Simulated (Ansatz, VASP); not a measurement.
# One calculation of BiB, two programs

Contents of INCAR:

```
ALGO     = Normal         # electronic algorithm
EDIFF    = 1E-6           # SCF threshold, eV
ENCUT    = 500            # plane-wave cutoff, eV
GGA      = PE             # functional
GGA_COMPAT= F            
ISIF     = 2              # what is computed and relaxed
ISMEAR   = 1              # smearing method
LASPH    = T              # aspherical terms in the spheres
LCHARG   = F              # write CHGCAR
LREAL    = F              # projectors in reciprocal space
LWAVE    = F              # write WAVECAR
NBANDS   = 16             # bands
NELM     = 120            # most SCF steps
PREC     = Accurate       # precision mode
SIGMA    = 0.5            # smearing width, eV
```

The input KPOINTS:

```
k-points
0
Gamma
  6 6 6
```

The input POSCAR:

```
BiB
1.0
    0.0000000000      2.7448744688      2.7448744688
    2.7448744688      0.0000000000      2.7448744688
    2.7448744688      2.7448744688      0.0000000000
B Bi
1 1
Direct
    0.0000000000      0.0000000000      0.0000000000
    0.2500000000      0.2500000000      0.2500000000
```

Input for Ansatz:

```yaml
crystal:
  lattice:
    - [0.0, 2.7448744688, 2.7448744688]
    - [2.7448744688, 0.0, 2.7448744688]
    - [2.7448744688, 2.7448744688, 0.0]
  atoms:
    - { symbol: B, position: [0.0, 0.0, 0.0] }
    - { symbol: Bi, position: [0.25, 0.25, 0.25] }
kpoints:
  mp_grid: { grid: [6, 6, 6] }
hamiltonian:
  xc: pbe
scf:
  occupations: { method: methfessel_paxton, width: 0.5 }
  n_extra_bands: 4
output:
  forces: true
  stress: true
  eigenvalues: true
```

Alike in both runs: task single point; functional PBE; k mesh 6 × 6 × 6; occupations methfessel-paxton of order 1, width 0.5 eV; no spin polarisation.

```csv
,VASP,Ansatz
version,VASP 6.6.1,Ansatz 0.2.0
potentials or method,"VASP PAW PBE potentials, release 64 (B, Bi_d)",plane waves
plane-wave cutoff (eV),500,420
valence electrons in the cell,18,18
```

|  | VASP | Ansatz | Ansatz less VASP |
| --- | --- | --- | --- |
| pressure (GPa) | 1.2 | 1.3 | +0.06 |

The functional is the same, so the differences come from potentials, cutoffs and numerics.

Spin-orbit coupling is off throughout.
